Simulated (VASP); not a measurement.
# Mg31Te32 (a cell with a defect) in VASP: single point with PBEsol

Aim: the single point of Mg31Te32 (a cell with a defect) with PBEsol.

Everything below comes from runs of VASP 6.6.1. Logs are shortened: lines on timing, memory, paths and dates and some standing lists are left out, and cuts for length are marked.

## 1. The cell of the first run

The cell holds a defect, 63 atoms: a = 12.878 Å, b = 12.878 Å, c = 12.878 Å, α = 90.00°, β = 90.00°, γ = 90.00°.

## 2. Single point, PBEsol, collinear spin

INCAR reads:

```
SYSTEM = Mg31Te32
PREC = Accurate
ENCUT = 400
EDIFF = 1E-6
ISMEAR = -1
SIGMA = 0.05
LREAL = Auto
LASPH = .TRUE.
NELM = 200
ALGO = Normal
ISIF = 2
LWAVE = .FALSE.
LCHARG = .TRUE.
ISPIN = 2
MAGMOM = 0 0 0 0 0 0 0 0 0 0 0 0 0 0 0 0 0 0 0 0 0 0 0 0 0 0 0 0 0 0 0 0 0 0 0 0 0 0 0.25 0 0.25 0 0 0 0 0 0 0 0 0.25 0 0 0 0 0 0 0 0 0 0.25 0 0 0
LORBIT = 11
GGA = PS
LELF = .TRUE.
LVHAR = .TRUE.
NELECT = 255.0
ISYM = -1
NBANDS = 168
GGA_COMPAT = .FALSE.
```

KPOINTS reads:

```
explicit points
1
Reciprocal
  0.25000000   0.25000000   0.25000000 1
```

POSCAR reads:

```
Mg31Te32
1.0
   12.8776180000      0.0000000000      0.0000000000
    0.0000000000     12.8776180000      0.0000000000
    0.0000000000      0.0000000000     12.8776180000
Mg Te
31 32
Direct
    0.9999720000      0.0000290000      0.0000370000
    0.9995100000      0.9995570000      0.5006590000
    0.9994510000      0.5004660000      0.9996700000
    0.9994060000      0.4998520000      0.5000260000
    0.5005750000      0.9995460000      0.9995660000
    0.4998940000      0.9993110000      0.4999720000
    0.4999060000      0.4998960000      0.9994540000
    0.2507870000      0.2505080000      0.9997210000
    0.2538130000      0.2538930000      0.5025260000
    0.2513610000      0.7490260000      0.9995700000
    0.2554060000      0.7448040000      0.4978840000
    0.7489350000      0.2511700000      0.9997620000
    0.7451320000      0.2553750000      0.4981730000
    0.7497010000      0.7497040000      0.9995940000
    0.7427260000      0.7424350000      0.5077370000
    0.2506930000      0.9997910000      0.2506560000
    0.2512220000      0.9994490000      0.7489640000
    0.2535520000      0.5026250000      0.2536890000
    0.2551630000      0.4979530000      0.7450840000
    0.7488090000      0.9996270000      0.2512040000
    0.7495400000      0.9996240000      0.7497680000
    0.7450810000      0.4983800000      0.2554880000
    0.7427600000      0.5075680000      0.7426460000
    0.9995380000      0.2506210000      0.2507130000
    0.9997820000      0.2510140000      0.7492030000
    0.9997880000      0.7492310000      0.2511000000
    0.9996520000      0.7497590000      0.7497650000
    0.5025910000      0.2541620000      0.2541860000
    0.4980370000      0.2555470000      0.7449750000
    0.4979600000      0.7449580000      0.2555700000
    0.5076480000      0.7422180000      0.7423430000
    0.1251070000      0.1251060000      0.1251760000
    0.1256570000      0.1255320000      0.6246010000
    0.1255200000      0.6246550000      0.1253650000
    0.1253500000      0.6250180000      0.6250000000
    0.6243840000      0.1257210000      0.1257230000
    0.6249150000      0.1254150000      0.6249690000
    0.6248810000      0.6250450000      0.1254060000
    0.6108260000      0.6101470000      0.6104110000
    0.3749720000      0.3749440000      0.1253760000
    0.3824320000      0.3827370000      0.6156080000
    0.3760180000      0.8736720000      0.1263110000
    0.3762740000      0.8731460000      0.6255910000
    0.8735340000      0.3760370000      0.1263830000
    0.8735110000      0.3760910000      0.6258450000
    0.8748970000      0.8751350000      0.1253970000
    0.8736950000      0.8737790000      0.6243420000
    0.3750270000      0.1253890000      0.3750500000
    0.3760600000      0.1261800000      0.8735650000
    0.3824590000      0.6152690000      0.3825040000
    0.3763440000      0.6255100000      0.8732680000
    0.8735560000      0.1261500000      0.3760090000
    0.8749060000      0.1253650000      0.8750940000
    0.8736320000      0.6258010000      0.3763160000
    0.8738180000      0.6242380000      0.8738140000
    0.1252500000      0.3749250000      0.3749580000
    0.1262350000      0.3759520000      0.8738840000
    0.1262990000      0.8737540000      0.3760210000
    0.1254550000      0.8750560000      0.8750900000
    0.6157930000      0.3830490000      0.3830180000
    0.6256780000      0.3763200000      0.8733780000
    0.6256750000      0.8732380000      0.3764140000
    0.6241060000      0.8735790000      0.8736680000
```

Potentials or basis: VASP PAW PBE potentials, release 64 (Mg, Te).

Started as:

```console
> cat potpaw_PBE.64/Mg/POTCAR potpaw_PBE.64/Te/POTCAR > POTCAR
> mpirun -np 1 vasp_std > vasp.out
```

OUTCAR:

```text
SYSTEM = Mg31Te32
   PREC = Accurate
   ENCUT = 400
   EDIFF = 1E-6
   ISMEAR = -1
   LREAL = Auto
   LASPH = .TRUE.
   NELM = 200
   ISIF = 2
   ISPIN = 2
   LORBIT = 11
   GGA = PS
   NELECT = 255.0
   ISYM = -1

 ion  position               nearest neighbor table
   1  1.000  0.000  0.000-  46 2.79  53 2.79  32 2.79  59 2.79
   2  1.000  1.000  0.501-  47 2.79  33 2.80  52 2.80  58 2.80
   3  0.999  0.500  1.000-  55 2.79  34 2.80  44 2.80  57 2.80
   4  0.999  0.500  0.500-  54 2.79  45 2.79  56 2.79  35 2.80
   5  0.501  1.000  1.000-  63 2.79  36 2.80  49 2.80  42 2.80
   6  0.500  0.999  0.500-  43 2.79  62 2.79  48 2.79  37 2.80
[... 30 lines left out ...]
  37  0.625  0.125  0.625-  21 2.79   6 2.80  13 2.80  29 2.80
  38  0.625  0.625  0.125-  14 2.79   7 2.80  22 2.80  30 2.80
  39  0.611  0.610  0.610-  23 2.74  15 2.75  31 2.75
  40  0.375  0.375  0.125-   8 2.78   7 2.79  28 2.81  18 2.81
  41  0.382  0.383  0.616-   9 2.76  19 2.77  29 2.77
  42  0.376  0.874  0.126-  16 2.79  10 2.80   5 2.80  30 2.83
  43  0.376  0.873  0.626-  17 2.79   6 2.79  11 2.80  31 2.82
  44  0.874  0.376  0.126-  24 2.79  12 2.80   3 2.80  22 2.83
  45  0.874  0.376  0.626-  25 2.79   4 2.79  13 2.80  23 2.82
  46  0.875  0.875  0.125-   1 2.79  20 2.80  14 2.80  26 2.80
  47  0.874  0.874  0.624-   2 2.79  27 2.79  21 2.79  15 2.82
  48  0.375  0.125  0.375-  16 2.78   6 2.79   9 2.81  28 2.81
  49  0.376  0.126  0.874-   8 2.79  17 2.80   5 2.80  29 2.83
  50  0.382  0.615  0.383-  18 2.76  11 2.77  30 2.77
  51  0.376  0.626  0.873-  10 2.79   7 2.79  19 2.80  31 2.82
  52  0.874  0.126  0.376-  24 2.79  20 2.80   2 2.80  13 2.82
  53  0.875  0.125  0.875-   1 2.79  25 2.80  21 2.80  12 2.80
  54  0.874  0.626  0.376-  26 2.79   4 2.79  22 2.80  15 2.82
  55  0.874  0.624  0.874-   3 2.79  14 2.79  27 2.79  23 2.82
  56  0.125  0.375  0.375-  24 2.78   4 2.79   9 2.81  18 2.81
  57  0.126  0.376  0.874-   8 2.79  25 2.80   3 2.80  19 2.82
  58  0.126  0.874  0.376-  16 2.79  26 2.80   2 2.80  11 2.83
  59  0.125  0.875  0.875-   1 2.79  17 2.80  10 2.80  27 2.80
  60  0.616  0.383  0.383-  28 2.76  22 2.77  13 2.77
  61  0.626  0.376  0.873-  12 2.79   7 2.79  29 2.80  23 2.82
  62  0.626  0.873  0.376-  20 2.79   6 2.79  30 2.80  15 2.82
  63  0.624  0.874  0.874-  21 2.79  14 2.79   5 2.79  31 2.82

IMPORTANT INFORMATION: All symmetrisations will be switched off!
NOSYMM: (Re-)initialisation of all symmetry stuff for point group C_1.

----------------------------------------------------------------------------------------

                                     Primitive cell

  volume of cell :    2135.5346

  direct lattice vectors                    reciprocal lattice vectors
    12.877618000  0.000000000  0.000000000     0.077654113  0.000000000  0.000000000
     0.000000000 12.877618000  0.000000000     0.000000000  0.077654113  0.000000000
     0.000000000  0.000000000 12.877618000     0.000000000  0.000000000  0.077654113

  length of vectors
    12.877618000 12.877618000 12.877618000     0.077654113  0.077654113  0.077654113

  position of ions in fractional coordinates (direct lattice)
     0.999972000  0.000029000  0.000037000
     0.999510000  0.999557000  0.500659000
     0.999451000  0.500466000  0.999670000
     0.999406000  0.499852000  0.500026000
     0.500575000  0.999546000  0.999566000
     0.499894000  0.999311000  0.499972000
[... 55 lines left out ...]
     0.625675000  0.873238000  0.376414000
     0.624106000  0.873579000  0.873668000

  ion indices of the primitive-cell ions
   primitive index   ion index
                 1           1
                 2           2
                 3           3
                 4           4
                 5           5
                 6           6
[... 55 lines left out ...]
                62          62
                63          63

----------------------------------------------------------------------------------------

 KPOINTS: explicit points

Read explicit list of k-points.

 Found      1 k-points:

 Following reciprocal coordinates:
            Coordinates               Weight
  0.250000  0.250000  0.250000      1.000000
   k-points           NKPTS =      1   k-points in BZ     NKDIM =      1   number of bands    NBANDS=    168
   number of dos      NEDOS =    301   number of ions     NIONS =     63
   total plane-waves  NPLWV = 592704
   dimension x,y,z NGX =    84 NGY =   84 NGZ =   84
   dimension x,y,z NGXF=   168 NGYF=  168 NGZF=  168
   ions per type =              31  32
   NGX,Y,Z   is equivalent  to a cutoff of  10.84, 10.84, 10.84 a.u.
   NGXF,Y,Z  is equivalent  to a cutoff of  21.69, 21.69, 21.69 a.u.
 SYSTEM =  Mg31Te32
   PREC   = accura    normal or accurate (medium, high low for compatibility)
   ISTART =      0    job   : 0-new  1-cont  2-samecut
   ICHARG =      2    charge: 1-file 2-atom 10-const
   ISPIN  =      2    spin polarized calculation?
   LNONCOLLINEAR =      F non collinear calculations
   LSORBIT =      F    spin-orbit coupling
   LASPH  =      T    aspherical Exc in radial PAW
   ENCUT  =  400.0 eV  29.40 Ry    5.42 a.u.  21.00 21.00 21.00*2*pi/ulx,y,z
   NELM   =    200;   NELMIN=  2; NELMDL= -5     # of ELM steps
   EDIFF  = 0.1E-05   stopping-criterion for ELM
   LREAL  =      T    real-space projection
   EDIFFG = 0.1E-04   stopping-criterion for IOM
   NSW    =      0    number of steps for IOM
   IBRION =     -1    ionic relax: 0-MD 1-quasi-New 2-CG
   NFREE  =      0    steps in history (QN), initial steepest desc. (CG)
   ISIF   =      2    stress and relaxation
   ISYM   =     -1    0-nonsym 1-usesym 2-fastsym
   POTIM  = 0.5000    time-step for ionic-motion
   TEBEG  =    0.0;   TEEND  =   0.0 temperature during run
   PSTRESS=    0.0 pullay stress
   NELECT =     255.0000    total number of electrons
   NUPDOWN=      -1.0000    fix difference up-down
   EMIN   =  10.00;   EMAX   =-10.00  energy-range for DOS
   EFERMI =   0.00;   METHOD = LEGACY
   ISMEAR =    -1;   SIGMA  =   0.05  broadening in eV -4-tet -1-fermi 0-gaus
   EFERMI_NEDOS =   21; number of points for ismear=-14 and -15
   IALGO  =     38    algorithm
   IMIX   =      4    mixing-type and parameters
     AMIX     =   0.40;   BMIX     =  1.00
     AMIX_MAG =   1.60;   BMIX_MAG =  1.00
  volume/ion in A,a.u.               =      33.90       228.75
  Fermi-wavevector in a.u.,A,eV,Ry     =   0.806156  1.523415  8.842267  0.649888
  Thomas-Fermi vector in A             =   1.914536
   LORBIT       =     11    0 simple, 1 ext, 2 COOP (PROOUT), +10 PAW based schemes
   GGA     = PS    functional components
   LHFCALC =     F    Hartree Fock is set to
   AEXX    =    0.0000 exact exchange contribution
   IVDW    =     0    specifies the selected vdW correction
   LEPSILON=     F    determine dielectric tensor
   LRPA    =     F    only Hartree local field effects (RPA)
 spin polarized calculation
  energy-cutoff  :      400.00
  volume of cell :     2135.53
 maximum number of plane-waves:     38781
 NGX is ok and might be reduce to    84
   NGX = 43   NGY = 43   NGZ = 43

 number of electron     255.0000013 magnetization       0.7417321

 Free energy of the ion-electron system (eV)
  ---------------------------------------------------
  ext. energy  EPLUGINS =         0.00000000
  ---------------------------------------------------
  free energy    TOTEN  =      -212.78354867 eV

  energy without entropy =     -212.68098643  energy(sigma->0) =     -212.73226755

 E-fermi :   2.0911     XC(G=0):  -8.0252

 val. band max:        2.0742508453   @ k =   0.2500   0.2500   0.2500
 cond. band min:       4.7989623276   @ k =   0.2500   0.2500   0.2500
 fundamental gap:      2.7247114823
 Fermi energy:         2.0910702052

 spin component 1

 k-point     1 :       0.2500    0.2500    0.2500
  band No.  band energies     occupation
      1      -8.3998      1.00000
      2      -8.2212      1.00000
      3      -8.2208      1.00000
      4      -8.1976      1.00000
      5      -8.0718      1.00000
      6      -8.0715      1.00000
[... 131 lines left out ...]
    138       5.4654      0.00000
    139       5.4781      0.00000
 Fermi energy:         2.0910702052

 spin component 2

 k-point     1 :       0.2500    0.2500    0.2500
  band No.  band energies     occupation
      1      -8.3945      1.00000
      2      -8.2155      1.00000
      3      -8.2151      1.00000
      4      -8.1933      1.00000
      5      -8.0662      1.00000
      6      -8.0660      1.00000
[... 131 lines left out ...]
    138       5.4692      0.00000
    139       5.4823      0.00000
 [bands above 139 left out]

------------------------ aborting loop because EDIFF is reached ----------------------------------------

  FORCE on cell =-STRESS in cart. coord.  units (eV):
  Direction    XX          YY          ZZ          XY          YZ          ZX
  --------------------------------------------------------------------------------------
  -------------------------------------------------------------------------------------
  Total        2.8175252      2.7392663      2.7647678     -1.3117961     -1.3573877     -1.3129868
  in kB        2.1138384      2.0551249      2.0742573     -0.9841704     -1.0183754     -0.9850637
  external PRESSURE =       2.0810735 kB  Pullay stress =       0.0000000 kB

 VOLUME and BASIS-vectors are now :
 -----------------------------------------------------------------------------
  energy-cutoff  :      400.00
  volume of cell :     2135.53
      direct lattice vectors                 reciprocal lattice vectors
    12.877618000  0.000000000  0.000000000     0.077654113  0.000000000  0.000000000
     0.000000000 12.877618000  0.000000000     0.000000000  0.077654113  0.000000000
     0.000000000  0.000000000 12.877618000     0.000000000  0.000000000  0.077654113

 POSITION                                       TOTAL-FORCE (eV/Angst)
 -----------------------------------------------------------------------------------
     12.87726      0.00037      0.00048         0.001789      0.000439      0.000079
     12.87131     12.87191      6.44730         0.006854      0.004751     -0.017498
     12.87055      6.44481     12.87337         0.005699     -0.014332      0.003056
     12.86997      6.43690      6.43914         0.005515     -0.003691     -0.003112
      6.44621     12.87177     12.87203        -0.013399      0.004607      0.004849
      6.43744     12.86875      6.43845        -0.001899      0.006540     -0.003217
[... 55 lines left out ...]
      8.05720     11.24523      4.84732         0.000219      0.002694     -0.000104
      8.03700     11.24962     11.25076         0.002982     -0.013599     -0.013858
 -----------------------------------------------------------------------------------
    total drift:                                0.010318      0.046945      0.052066

  FREE ENERGIE OF THE ION-ELECTRON SYSTEM (eV)
  ---------------------------------------------------
  free  energy   TOTEN  =      -212.7835486721 eV

  energy  without entropy=     -212.6809864323  energy(sigma->0) =     -212.73226755

 total charge

# of ion       s       p       d       tot
------------------------------------------
    1        0.174   0.130   0.024   0.328
    2        0.174   0.128   0.023   0.325
    3        0.174   0.128   0.023   0.325
    4        0.174   0.129   0.024   0.327
    5        0.174   0.128   0.023   0.325
    6        0.174   0.129   0.024   0.327
[... 55 lines left out ...]
   62        1.339   2.146   0.010   3.495
   63        1.339   2.147   0.010   3.496
--------------------------------------------------
tot         48.354  72.352   1.052 121.758

 magnetization (x)

# of ion       s       p       d       tot
------------------------------------------
    1       -0.000   0.000   0.000   0.000
    2       -0.000   0.000   0.000   0.000
    3       -0.000   0.000   0.000   0.000
    4       -0.000   0.000   0.000   0.000
    5       -0.000   0.000   0.000   0.000
    6       -0.000   0.000   0.000   0.000
[... 55 lines left out ...]
   62        0.000   0.001   0.000   0.002
   63        0.000   0.001   0.000   0.001
--------------------------------------------------
tot          0.013   0.372   0.005   0.389
```

It took 13 min on 1 thread of AMD EPYC 9R45 (Zen 5), shared host; peak memory 1.6 GiB.

What came out:

```
Free energy                                           : -212.7835 eV
Largest force                                         : 0.032 eV/Å
Net moment                                            : 0.74 μB per cell
Site moments                                          : Mg +0.00, -0.00 (each value once); Te +0.00, +0.01, +0.02, -0.00, +0.09 (each value once) μB
Valence electrons inside the program's atomic spheres : Mg 0.33; Te 3.50, 3.49, 3.46, 3.44 (each value once)
```

Forces in eV/Å, atoms in the order of the input:
```
Mg   0.002  0.000  0.000
Mg   0.007  0.005 -0.017
Mg   0.006 -0.014  0.003
Mg   0.006 -0.004 -0.003
Mg  -0.013  0.005  0.005
Mg  -0.002  0.007 -0.003
Mg  -0.001 -0.004  0.006
Mg  -0.002  0.000 -0.003
Mg   0.004  0.003  0.010
Mg   0.004 -0.001  0.002
Mg   0.003 -0.004 -0.011
Mg   0.001  0.004  0.001
Mg  -0.008  0.006 -0.014
Mg  -0.005 -0.003  0.007
Mg   0.016  0.018 -0.022
Mg   0.000 -0.005  0.000
Mg   0.006  0.007  0.001
Mg   0.008  0.003  0.003
Mg   0.006 -0.010 -0.005
Mg   0.002  0.003  0.003
Mg  -0.001  0.005 -0.004
Mg  -0.007 -0.014  0.005
Mg   0.017 -0.021  0.017
Mg   0.000 -0.002 -0.003
Mg   0.003  0.004  0.001
Mg   0.000 -0.001  0.002
Mg   0.006 -0.004 -0.004
Mg   0.013  0.006  0.004
Mg  -0.013  0.003 -0.008
Mg  -0.012 -0.007  0.003
Mg  -0.014  0.017  0.014
Te  -0.006 -0.001 -0.008
Te   0.000 -0.003 -0.005
Te   0.002 -0.003  0.002
Te  -0.003  0.000  0.002
Te  -0.005 -0.002  0.000
Te  -0.001  0.003  0.002
Te   0.003  0.004  0.004
Te  -0.015  0.000 -0.007
Te  -0.003  0.000  0.004
Te   0.012  0.008  0.000
Te   0.006  0.000 -0.004
Te   0.000  0.000 -0.001
Te   0.000  0.002 -0.004
Te  -0.001  0.004 -0.003
Te  -0.001 -0.002  0.009
Te  -0.011 -0.014  0.007
Te   0.001  0.000  0.001
Te   0.004 -0.002 -0.001
Te   0.015  0.005  0.012
Te  -0.004  0.001  0.006
Te   0.001 -0.002  0.004
Te  -0.001  0.006  0.000
Te  -0.003 -0.003  0.000
Te  -0.012  0.005 -0.012
Te  -0.011  0.003 -0.001
Te  -0.005 -0.001 -0.001
Te  -0.003  0.000  0.006
Te   0.006 -0.003  0.000
Te  -0.003  0.005  0.006
Te   0.000 -0.001  0.005
Te   0.000  0.003  0.000
Te   0.003 -0.014 -0.014
```

Caveat: the cell carries a net charge on a neutralising background, which shifts energy and pressure; the cell is charged against a uniform background, so pressure and absolute levels hang on convention; the PAW data sets were made with another functional, which shifts forces and pressure a little; spin-orbit coupling is left out, which moves the levels of the heavy elements.
